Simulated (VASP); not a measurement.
# Er3RuC (P4/mmm) in VASP: further runs

Runs on Er3RuC. Level: PBE. Tasks: single point.

All numbers are computed with VASP 6.6.1; they aren't measurements. Logs are shortened: lines on timing, memory, paths and dates and some standing lists are left out, and cuts for length are marked.

**1. The cell of the first run**

The structure is tetragonal, space group P4/mmm (No. 123). Conventional cell: a = 5.156 Å, b = 5.156 Å, c = 4.678 Å, α = 90.00°, β = 90.00°, γ = 90.00°. Er (site symmetry mmm) has 2 Ru at 2.58 Å and 2 C at 2.58 Å and 4 Er at 3.48 Å within 3.5 Å. Er (site symmetry 4/mmm) has 2 C at 2.34 Å within 3.1 Å. Within 3.4 Å of Ru (site symmetry 4/mmm) lie 4 Er at 2.58 Å. Within 3.1 Å of C (site symmetry 4/mmm) lie 6 Er at 2.34 to 2.58 Å.

The cell was generated, and may not be a known phase.

**2. Single point, PBE**

File INCAR:

```
SYSTEM = Er3RuC
  ALGO = Normal
  EDIFF = 1E-6
  ENCUT = 600
  GGA = PE
  GGA_COMPAT = .FALSE.
  ISIF = 2
  ISMEAR = 0
  LASPH = .TRUE.
  LCHARG = .TRUE.
  LELF = .TRUE.
  LMAXMIX = 6
  LREAL = .FALSE.
  LVHAR = .TRUE.
  LWAVE = .FALSE.
  NBANDS = 30
  NELM = 200
  PREC = Accurate
  SIGMA = 0.1
```

File KPOINTS:

```
k-points
0
G
  8 8 8
  0 0 0
```

File POSCAR:

```
Er3RuC
1.0
    5.1556916146      0.0000000000      0.0000000000
    0.0000000000      5.1556916146      0.0000000000
    0.0000000000      0.0000000000      4.6777818775
Er Ru C
3 1 1
Direct
    0.0000000000      0.5000000000      0.5000000000
    0.5000000000      0.0000000000      0.5000000000
    0.5000000000      0.5000000000      0.0000000000
    0.0000000000      0.0000000000      0.5000000000
    0.5000000000      0.5000000000      0.5000000000
```

Potentials or basis: VASP PAW PBE potentials, release 64 (Er_3, Ru_pv, C), 4f in core.

On the command line:

```sh
> cat potpaw_PBE.64/Er_3/POTCAR potpaw_PBE.64/Ru_pv/POTCAR potpaw_PBE.64/C/POTCAR > POTCAR
> mpirun -np 1 vasp_std > vasp.out
```

OUTCAR:

```text
SYSTEM = Er3RuC
   EDIFF = 1E-6
   ENCUT = 600
   GGA = PE
   ISIF = 2
   ISMEAR = 0
   LASPH = .TRUE.
   LREAL = .FALSE.
   NELM = 200
   PREC = Accurate

 ion  position               nearest neighbor table
   1  0.000  0.500  0.500-   4 2.58   5 2.58   4 2.58   5 2.58   3 3.48   3 3.48   3 3.48   3 3.48
                             2 3.65   2 3.65   2 3.65   2 3.65
   2  0.500  0.000  0.500-   4 2.58   5 2.58   5 2.58   4 2.58   3 3.48   3 3.48   3 3.48   3 3.48
                             1 3.65   1 3.65   1 3.65   1 3.65
   3  0.500  0.500  0.000-   5 2.34   5 2.34   1 3.48   1 3.48   2 3.48   2 3.48   2 3.48   2 3.48
                             1 3.48   1 3.48
   4  0.000  0.000  0.500-   1 2.58   2 2.58   1 2.58   2 2.58
   5  0.500  0.500  0.500-   3 2.34   3 2.34   1 2.58   2 2.58   2 2.58   1 2.58

  LATTYP: Found a simple tetragonal cell.
 ALAT       =     5.1556916146
 C/A-ratio  =     0.9073044370

  Lattice vectors:

 A1 = (   5.1556916146,   0.0000000000,   0.0000000000)
 A2 = (   0.0000000000,   5.1556916146,   0.0000000000)
 A3 = (   0.0000000000,   0.0000000000,   4.6777818775)

Analysis of symmetry for initial positions (statically):
=====================================================================
 Subroutine PRICEL returns:
 Original cell was already a primitive cell.

 Routine SETGRP: Setting up the symmetry group for a
 simple tetragonal supercell.

 Subroutine GETGRP returns: Found 16 space group operations
 (whereof 16 operations were pure point group operations)
 out of a pool of 16 trial point group operations.

The static configuration has the point symmetry D_4h.

Analysis of symmetry for dynamics (positions and initial velocities):
=====================================================================
 Subroutine PRICEL returns:
 Original cell was already a primitive cell.

 Routine SETGRP: Setting up the symmetry group for a
 simple tetragonal supercell.

 Subroutine GETGRP returns: Found 16 space group operations
 (whereof 16 operations were pure point group operations)
 out of a pool of 16 trial point group operations.

The dynamic configuration has the point symmetry D_4h.

 Subroutine INISYM returns: Found 16 space group operations
 (whereof 16 operations are pure point group operations),
 and found     1 'primitive' translations

----------------------------------------------------------------------------------------

                                     Primitive cell

  volume of cell :     124.3408

  direct lattice vectors                    reciprocal lattice vectors
     5.155691615  0.000000000  0.000000000     0.193960398  0.000000000  0.000000000
     0.000000000  5.155691615  0.000000000     0.000000000  0.193960398  0.000000000
     0.000000000  0.000000000  4.677781878     0.000000000  0.000000000  0.213776535

  length of vectors
     5.155691615  5.155691615  4.677781878     0.193960398  0.193960398  0.213776535

  position of ions in fractional coordinates (direct lattice)
     0.000000000  0.500000000  0.500000000
     0.500000000  0.000000000  0.500000000
     0.500000000  0.500000000  0.000000000
     0.000000000  0.000000000  0.500000000
     0.500000000  0.500000000  0.500000000

  ion indices of the primitive-cell ions
   primitive index   ion index
                 1           1
                 2           2
                 3           3
                 4           4
                 5           5

----------------------------------------------------------------------------------------

 KPOINTS: k-points

Automatic generation of k-mesh.
 Grid dimensions read from file:
 generate k-points for:    8    8    8

 Generating k-lattice:

  Cartesian coordinates                     Fractional coordinates (reciprocal lattice)
     0.024245050  0.000000000  0.000000000     0.125000000  0.000000000  0.000000000
     0.000000000  0.024245050  0.000000000     0.000000000  0.125000000  0.000000000
     0.000000000  0.000000000  0.026722067     0.000000000  0.000000000  0.125000000

  Length of vectors
     0.024245050  0.024245050  0.026722067

  Shift w.r.t. Gamma in fractional coordinates (k-lattice)
     0.000000000  0.000000000  0.000000000

 Subroutine IBZKPT returns following result:
 ===========================================

 Found     75 irreducible k-points:

 Following reciprocal coordinates:
            Coordinates               Weight
  0.000000  0.000000  0.000000      1.000000
  0.125000  0.000000  0.000000      4.000000
  0.250000  0.000000  0.000000      4.000000
  0.375000  0.000000  0.000000      4.000000
  0.500000  0.000000  0.000000      2.000000
  0.125000  0.125000  0.000000      4.000000
[... 16 lines left out ...]
  0.375000  0.125000  0.125000     16.000000
  0.500000  0.125000  0.125000      8.000000
 [... further k-points ...]
   k-points           NKPTS =     75   k-points in BZ     NKDIM =     75   number of bands    NBANDS=     30
   number of dos      NEDOS =    301   number of ions     NIONS =      5
   total plane-waves  NPLWV =  70560
   dimension x,y,z NGX =    42 NGY =   42 NGZ =   40
   dimension x,y,z NGXF=    84 NGYF=   84 NGZF=   80
   ions per type =               3   1   1
   NGX,Y,Z   is equivalent  to a cutoff of  13.54, 13.54, 14.22 a.u.
   NGXF,Y,Z  is equivalent  to a cutoff of  27.09, 27.09, 28.43 a.u.
 SYSTEM =  Er3RuC
   PREC   = accura    normal or accurate (medium, high low for compatibility)
   ISTART =      0    job   : 0-new  1-cont  2-samecut
   ICHARG =      2    charge: 1-file 2-atom 10-const
   ISPIN  =      1    spin polarized calculation?
   LNONCOLLINEAR =      F non collinear calculations
   LSORBIT =      F    spin-orbit coupling
   LASPH  =      T    aspherical Exc in radial PAW
   ENCUT  =  600.0 eV  44.10 Ry    6.64 a.u.  10.30 10.30  9.34*2*pi/ulx,y,z
   NELM   =    200;   NELMIN=  2; NELMDL= -5     # of ELM steps
   EDIFF  = 0.1E-05   stopping-criterion for ELM
   LREAL  =      F    real-space projection
   EDIFFG = 0.1E-04   stopping-criterion for IOM
   NSW    =      0    number of steps for IOM
   IBRION =     -1    ionic relax: 0-MD 1-quasi-New 2-CG
   NFREE  =      0    steps in history (QN), initial steepest desc. (CG)
   ISIF   =      2    stress and relaxation
   ISYM   =      2    0-nonsym 1-usesym 2-fastsym
   POTIM  = 0.5000    time-step for ionic-motion
   TEBEG  =    0.0;   TEEND  =   0.0 temperature during run
   PSTRESS=    0.0 pullay stress
   NELECT =      45.0000    total number of electrons
   NUPDOWN=      -1.0000    fix difference up-down
   EMIN   =  10.00;   EMAX   =-10.00  energy-range for DOS
   EFERMI =   0.00;   METHOD = LEGACY
   ISMEAR =     0;   SIGMA  =   0.10  broadening in eV -4-tet -1-fermi 0-gaus
   EFERMI_NEDOS =   21; number of points for ismear=-14 and -15
   IALGO  =     38    algorithm
   IMIX   =      4    mixing-type and parameters
     AMIX     =   0.40;   BMIX     =  1.00
     AMIX_MAG =   1.60;   BMIX_MAG =  1.00
  volume/ion in A,a.u.               =      24.87       167.82
  Fermi-wavevector in a.u.,A,eV,Ry     =   1.166651  2.204651 18.518552  1.361075
  Thomas-Fermi vector in A             =   2.303162
   LORBIT       =      0    0 simple, 1 ext, 2 COOP (PROOUT), +10 PAW based schemes
   GGA     = PE    functional components
   LHFCALC =     F    Hartree Fock is set to
   AEXX    =    0.0000 exact exchange contribution
   IVDW    =     0    specifies the selected vdW correction
   LEPSILON=     F    determine dielectric tensor
   LRPA    =     F    only Hartree local field effects (RPA)
 non-spin polarized calculation
 Gauss-broadening in eV      SIGMA  =   0.10
  energy-cutoff  :      600.00
  volume of cell :      124.34
 maximum number of plane-waves:      4184
 NGX is ok and might be reduce to    42
   NGX = 21   NGY = 21   NGZ = 19

 number of electron      45.0000003 magnetization

 Free energy of the ion-electron system (eV)
  ---------------------------------------------------
  ext. energy  EPLUGINS =         0.00000000
  ---------------------------------------------------
  free energy    TOTEN  =       -29.94190677 eV

  energy without entropy =      -29.92643373  energy(sigma->0) =      -29.93417025

 E-fermi :   3.2416     XC(G=0):  -9.8556

 val. band max:        3.2253434106   @ k =   0.5000   0.0000   0.0000
 cond. band min:       3.2596555463   @ k =   0.5000   0.3750   0.0000
 fundamental gap:      0.0343121357
 Fermi energy:         3.2416430438

 k-point     1 :       0.0000    0.0000    0.0000
  band No.  band energies     occupation
      1     -38.3007      2.00000
      2     -38.3007      2.00000
      3     -38.1766      2.00000
      4     -21.6879      2.00000
      5     -21.6879      2.00000
      6     -21.3570      2.00000
[... 22 lines left out ...]
     29       7.1160      0.00000
     30       8.1879      0.00000

 k-point     2 :       0.1250    0.0000    0.0000
  band No.  band energies     occupation
      1     -38.3006      2.00000
      2     -38.2961      2.00000
      3     -38.1766      2.00000
      4     -21.6875      2.00000
      5     -21.6843      2.00000
      6     -21.3510      2.00000
[... 22 lines left out ...]
     29       7.2894      0.00000
     30       7.3918      0.00000

 k-point     3 :       0.2500    0.0000    0.0000
  band No.  band energies     occupation
      1     -38.3004      2.00000
      2     -38.2848      2.00000
      3     -38.1764      2.00000
      4     -21.6865      2.00000
      5     -21.6753      2.00000
      6     -21.3357      2.00000
[... 22 lines left out ...]
     29       6.7218      0.00000
     30       7.5267      0.00000

 k-point     4 :       0.3750    0.0000    0.0000
  band No.  band energies     occupation
      1     -38.3002      2.00000
      2     -38.2736      2.00000
      3     -38.1762      2.00000
      4     -21.6855      2.00000
      5     -21.6660      2.00000
      6     -21.3191      2.00000
[... 616 lines left out ...]
     29       6.3154      0.00000
     30       7.2243      0.00000

 k-point    23 :       0.3750    0.1250    0.1250
  band No.  band energies     occupation
      1     -38.2956      2.00000
      2     -38.2735      2.00000
      3     -38.1762      2.00000
      4     -21.6793      2.00000
      5     -21.6701      2.00000
      6     -21.3211      2.00000
[... 22 lines left out ...]
     29       6.2422      0.00000
     30       6.7027      0.00000

 k-point    24 :       0.5000    0.1250    0.1250
  band No.  band energies     occupation
      1     -38.2955      2.00000
      2     -38.2689      2.00000
      3     -38.1762      2.00000
      4     -21.6789      2.00000
      5     -21.6677      2.00000
      6     -21.3174      2.00000
[... 22 lines left out ...]
     29       5.7758      0.00000
     30       6.5198      0.00000

 [... further k-points ...]

------------------------ aborting loop because EDIFF is reached ----------------------------------------

  FORCE on cell =-STRESS in cart. coord.  units (eV):
  Direction    XX          YY          ZZ          XY          YZ          ZX
  --------------------------------------------------------------------------------------
  -------------------------------------------------------------------------------------
  Total        0.6554170      0.6554170      0.3839835      0.0000000     -0.0000000      0.0000000
  in kB        8.4452873      8.4452873      4.9477674      0.0000000     -0.0000000      0.0000000
  external PRESSURE =       7.2794474 kB  Pullay stress =       0.0000000 kB

 VOLUME and BASIS-vectors are now :
 -----------------------------------------------------------------------------
  energy-cutoff  :      600.00
  volume of cell :      124.34
      direct lattice vectors                 reciprocal lattice vectors
     5.155691615  0.000000000  0.000000000     0.193960398  0.000000000  0.000000000
     0.000000000  5.155691615  0.000000000     0.000000000  0.193960398  0.000000000
     0.000000000  0.000000000  4.677781878     0.000000000  0.000000000  0.213776535

 POSITION                                       TOTAL-FORCE (eV/Angst)
 -----------------------------------------------------------------------------------
      0.00000      2.57785      2.33889         0.000000      0.000000      0.000000
      2.57785      0.00000      2.33889         0.000000      0.000000      0.000000
      2.57785      2.57785      0.00000         0.000000      0.000000      0.000000
      0.00000      0.00000      2.33889         0.000000      0.000000      0.000000
      2.57785      2.57785      2.33889         0.000000      0.000000      0.000000
 -----------------------------------------------------------------------------------
    total drift:                                0.000000     -0.000000      0.000000

  FREE ENERGIE OF THE ION-ELECTRON SYSTEM (eV)
  ---------------------------------------------------
  free  energy   TOTEN  =       -29.9419067651 eV

  energy  without entropy=      -29.9264337284  energy(sigma->0) =      -29.93417025
```

Run time: 4.4 min. Hardware: 1 thread of Intel Xeon 6975P-C (Granite Rapids), shared host; peak memory 0.49 GiB.

Results:

- Free energy: -29.9419 eV
- Pressure: 0.7 GPa
- Band gap on the k mesh: zero (an odd number of electrons rules out a gap without spin polarisation)

Levels at points of the mesh, in eV from the Fermi level:
| k point | band 18 | band 19 | band 20 | band 21 | band 22 | band 23 | band 24 | band 25 | band 26 | band 27 |
| --- | --- | --- | --- | --- | --- | --- | --- | --- | --- | --- |
| (0.00, 0.00, 0.00) | -1.84 | -1.84 | -0.70 | -0.62 | -0.62 | 0.14 | 0.78 | 0.80 | 0.80 | 2.32 |
| (0.50, 0.00, 0.00) | -1.64 | -1.38 | -1.18 | -0.02 | 0.08 | 0.20 | 0.34 | 0.45 | 0.88 | 1.49 |
| (0.50, 0.50, 0.00) | -0.95 | -0.95 | -0.87 | -0.40 | -0.17 | -0.17 | -0.14 | 1.02 | 1.47 | 1.80 |
| (0.00, 0.00, 0.50) | -2.06 | -2.06 | -1.45 | -1.45 | -1.25 | -0.29 | 0.86 | 2.02 | 2.02 | 2.36 |
| (0.50, 0.00, 0.50) | -2.04 | -1.33 | -0.71 | -0.43 | -0.35 | 0.53 | 0.72 | 1.38 | 1.43 | 1.58 |
| (0.50, 0.50, 0.50) | -1.28 | -1.27 | -1.18 | -0.39 | -0.28 | 0.68 | 0.93 | 1.43 | 1.43 | 1.48 |

Caveat: spin-orbit coupling is left out, which moves the levels of the heavy elements; the 4f electrons are frozen in the core, so they carry no moment and show no levels.

**3. Single point, PBE, collinear spin, ferromagnetic start**

This run uses another cell than the first one, of 24.75 Å³/atom.

File INCAR:

```
SYSTEM = Er3RuC
ALGO = Normal
EDIFF = 1E-6
ENCUT = 600
GGA = PE
GGA_COMPAT = .FALSE.
ISIF = 2
ISMEAR = 0
ISPIN = 2
LASPH = .TRUE.
LCHARG = .TRUE.
LELF = .TRUE.
LMAXMIX = 6
LORBIT = 11
LREAL = .FALSE.
LVHAR = .TRUE.
LWAVE = .FALSE.
MAGMOM = 0 0 0 1 0
NBANDS = 34
NELM = 200
PREC = Accurate
SIGMA = 0.1
```

File KPOINTS:

```
k-points
0
G
  4 4 4
  0 0 0
```

POSCAR: that of step 2 with these lines changed.

```diff
@@ -2,5 +2,5 @@
 1.0
-    5.1556916146      0.0000000000      0.0000000000
-    0.0000000000      5.1556916146      0.0000000000
-    0.0000000000      0.0000000000      4.6777818775
+    5.1379351942      0.0000000000      0.0000000000
+    0.0000000000      5.1379351942      0.0000000000
+    0.0000000000      0.0000000000      4.6881683180
 Er Ru C
```

Potentials or basis: VASP PAW PBE potentials, release 64 (Er_3, Ru_pv, C), 4f in core.

On the command line:

```sh
> cat potpaw_PBE.64/Er_3/POTCAR potpaw_PBE.64/Ru_pv/POTCAR potpaw_PBE.64/C/POTCAR > POTCAR
> mpirun -np 1 vasp_std > vasp.out
```

It took 2.6 min on 1 thread of Intel Xeon 6975P-C (Granite Rapids), shared host; peak memory 0.39 GiB.

It converged, with:

```
Free energy                                           : -29.8921 eV
Pressure                                              : 1.1 GPa
Net moment                                            : 0.00 μB per cell
Valence electrons inside the program's atomic spheres : Er 8.63, 8.35 (each value once); Ru 12.86; C 2.30
```

Stress tensor (GPa, compression positive):
```
1.23 0.00 0.00
0.00 1.23 0.00
0.00 0.00 0.77
```

Levels at points of the mesh, in eV from the Fermi level:
Spin up:
| k point | band 19 | band 20 | band 21 | band 22 | band 23 | band 24 | band 25 | band 26 |
| --- | --- | --- | --- | --- | --- | --- | --- | --- |
| (0.00, 0.00, 0.00) | -1.86 | -0.67 | -0.64 | -0.64 | 0.08 | 0.80 | 0.80 | 0.85 |
| (0.50, 0.00, 0.00) | -1.36 | -1.19 | -0.05 | 0.10 | 0.18 | 0.35 | 0.44 | 0.86 |
| (0.50, 0.50, 0.00) | -0.93 | -0.93 | -0.41 | -0.15 | -0.15 | -0.10 | 1.00 | 1.51 |
| (0.00, 0.00, 0.50) | -2.06 | -1.46 | -1.46 | -1.23 | -0.26 | 0.88 | 2.04 | 2.04 |
| (0.50, 0.00, 0.50) | -1.31 | -0.67 | -0.45 | -0.32 | 0.56 | 0.74 | 1.42 | 1.44 |
| (0.50, 0.50, 0.50) | -1.25 | -1.21 | -0.40 | -0.24 | 0.72 | 0.97 | 1.43 | 1.43 |
Spin down:
```tsv
k point	band 20	band 21	band 22	band 23	band 24	band 25
(0.00, 0.00, 0.00)	-0.67	-0.64	-0.64	0.08	0.80	0.80
(0.50, 0.00, 0.00)	-1.19	-0.05	0.10	0.18	0.35	0.43
(0.50, 0.50, 0.00)	-0.93	-0.41	-0.15	-0.15	-0.10	1.00
(0.00, 0.00, 0.50)	-1.46	-1.46	-1.23	-0.26	0.88	2.04
(0.50, 0.00, 0.50)	-0.67	-0.45	-0.32	0.56	0.74	1.42
(0.50, 0.50, 0.50)	-1.21	-0.40	-0.23	0.72	0.97	1.43
```

Caveat: the magnetic or orbital state may not be the lowest; the moments typed at the start vanished in this run; spin-orbit coupling is left out, which moves the levels of the heavy elements; the 4f electrons are frozen in the core, so they carry no moment and show no levels. The state reached can hang on the start; a lower one may exist.

The gap in the log of VASP goes by the Fermi energy; the results here count the filled bands.